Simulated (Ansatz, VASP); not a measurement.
**One calculation of SnO, two programs**

Contents of INCAR:

```
SYSTEM = SnO
PREC = Accurate
ENCUT = 520
EDIFF = 1E-7
ISMEAR = 0
SIGMA = 0.15
LREAL = .False.
LASPH = .True.
NELM = 80
ALGO = Normal
ISIF = 2
LWAVE = .False.
LCHARG = .False.
GGA = PE
NBANDS = 28
```

KPOINTS

```
regular mesh
0
Gamma
  12 12 10
  0 0 0
```

File POSCAR:

```
SnO
1.0
    3.8020000000      0.0000000000      0.0000000000
    0.0000000000      3.8020000000      0.0000000000
    0.0000000000      0.0000000000      4.8360000000
Sn O
2 2
Direct
    0.0000000000      0.5000000000      0.2385000000
    0.5000000000      0.0000000000      0.7615000000
   -0.0789058390      0.0000000000     -0.0310173697
    0.5000000000      0.5000000000      0.0000000000
```

Input for Ansatz:

```yaml
crystal:
  lattice:
    - [3.802, 0.0, 0.0]
    - [0.0, 3.802, 0.0]
    - [0.0, 0.0, 4.836]
  atoms:
    - { symbol: Sn, position: [0.0, 0.5, 0.2385] }
    - { symbol: Sn, position: [0.5, 0.0, 0.7615] }
    - { symbol: O, position: [-0.078905839, 0.0, -0.0310173697] }
    - { symbol: O, position: [0.5, 0.5, 0.0] }
basis:
  ecutwfc: 420
kpoints:
  mp_grid: { grid: [12, 12, 10] }
hamiltonian:
  xc: pbe
scf:
  occupations: { method: gaussian, width: 0.15 }
output:
  forces: true
  stress: true
  eigenvalues: true
```

Alike in both runs: task single point; functional PBE; k mesh 12 × 12 × 10; occupations gaussian, width 0.15 eV; no spin polarisation.

|  | VASP | Ansatz |
| --- | --- | --- |
| version | VASP 6.6.1 | Ansatz 0.2.0 |
| potentials or method | VASP PAW PBE potentials, release 64 (Sn_d, O), cutoff 520 eV | scalar-relativistic, plane waves, PAW |
| valence electrons in the cell | 40 | 40 |

VASP gave:

* gap on the k mesh at the Fermi level (eV): none
* pressure (GPa): 9.2
* traceless stress, the component that is largest in VASP (GPa): 6.83
* rms of the force components (eV/Å): 1.928

What did Ansatz give for the same quantities?

gap on the k mesh at the Fermi level (eV): none; pressure (GPa): 9.0; traceless stress, the component that is largest in VASP (GPa): 6.77; rms of the force components (eV/Å): 1.910.

Atom by atom the forces differ by 0.033 eV/Å (rms over components). A gap of «none» marks a metal or a gap that the smearing closes.
